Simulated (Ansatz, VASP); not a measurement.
## Mo: VASP beside Ansatz

```
CELL_PARAMETERS angstrom
2.53035 0.00000 0.00000
-1.26517 2.54670 0.00000
0.00000 0.00000 2.55518
ATOMIC_POSITIONS crystal
Mo 0.00000 0.00000 0.50000
```

Change from the starting cell: strain -0.0750 x Voigt [1, -1, 0, 0, 0, 0], atoms carried along.

Alike in both runs: task single point; functional PBE; k mesh 21 × 21 × 18; occupations gaussian, width 0.15 eV; no spin polarisation.

|  | VASP | Ansatz |
| --- | --- | --- |
| version | VASP 6.6.1 | Ansatz 0.2.0 |
| potentials or method | VASP PAW PBE potentials, release 64 (Mo_sv), cutoff 520 eV | scalar-relativistic, plane waves, PAW |
| valence electrons in the cell | 14 | 14 |

Ansatz gave:

```
gap on the k mesh at the Fermi level (eV)                     : none
pressure (GPa)                                                : 7.1
traceless stress, the component that is largest in VASP (GPa) : 10.95
```

What did VASP give for the same quantities?

gap on the k mesh at the Fermi level (eV): none; pressure (GPa): 7.7; traceless stress, the component that is largest in VASP (GPa): 11.08.

A gap of «none» marks a metal or a gap that the smearing closes.
